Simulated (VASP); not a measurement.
Runs of VASP 6.6.1 on P. The structure is that of space group P6/mmm (No. 191), or close to it. The cells are those of the table. 

| task | cell | cutoff (eV) | gap on the mesh (eV) | pressure (GPa) |
| --- | --- | --- | --- | --- |
| single point | a = 2.317, b = 2.317, c = 2.172 Å, angles 90.0, 90.0, 120.0°, 1 atom | 520 | none | 70.8 |
| single point | a = 2.316, b = 2.316, c = 2.172 Å, angles 90.0, 90.0, 120.0°, 1 atom | 520 | none | (a) |
| relaxation of cell and atoms | relaxed to 72 GPa from a = 2.320, b = 2.320, c = 2.181 Å, angles 90.0, 90.0, 120.0°, 1 atom | 600 | none | 72.1 |
| relaxation of cell and atoms | relaxed to 72 GPa from a = 2.316, b = 2.316, c = 2.172 Å, angles 90.0, 90.0, 120.0°, 1 atom | 600 | none | 72.0 |

Alike in all rows: level PBE; potentials or basis VASP PAW PBE potentials, release 64 (P); no spin polarisation; k mesh 19 × 19 × 17; smearing fermi-dirac 0.08 eV.

Problem. Fill in the values left out.

Solution. (a) 70.9.

Caveats: the cell is relaxed towards a set pressure, so the enthalpy falls and the energy may rise (some runs).

A gap of «none» marks levels without a gap at the run's occupations.
